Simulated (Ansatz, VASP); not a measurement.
TiC3 in VASP and in Ansatz

```
Ti C
1.0
     4.88442    0.00000    0.00000
    -2.44221    4.23004    0.00000
     0.00000    0.00000    5.34738
Ti C
1 3
Direct
  0.00000 0.00000 0.00000
  0.00000 0.00000 0.50000
  0.33333 0.66667 0.00000
  0.66667 0.33333 0.00000
```

Alike in both runs: task relaxation of cell and atoms; functional PBE; k mesh 6 × 6 × 4; occupations gaussian, width 0.1 eV; no spin polarisation.

```csv
,VASP,Ansatz
version,VASP 6.6.1,Ansatz 0.2.0
potentials or method,"VASP PAW PBE potentials, release 64 (Ti_sv, C), cutoff 600 eV","scalar-relativistic, plane waves, PAW"
valence electrons in the cell,24,24
```

|  | VASP | Ansatz | Ansatz less VASP |
| --- | --- | --- | --- |
| gap on the k mesh at the Fermi level, each at its own relaxed structure (eV) | none | none | - |
| relaxed volume (Å³/atom) | 12.47 | 12.50 | +0.035 |
| relaxed cell length with the largest relative difference (Å) | 4.038 | 4.042 | +0.0038 |

A gap of «none» marks a metal or a gap that the smearing closes.

Noted on VASP's run: the volume moved by over 15 % at a fixed basis, so the end points are rough.
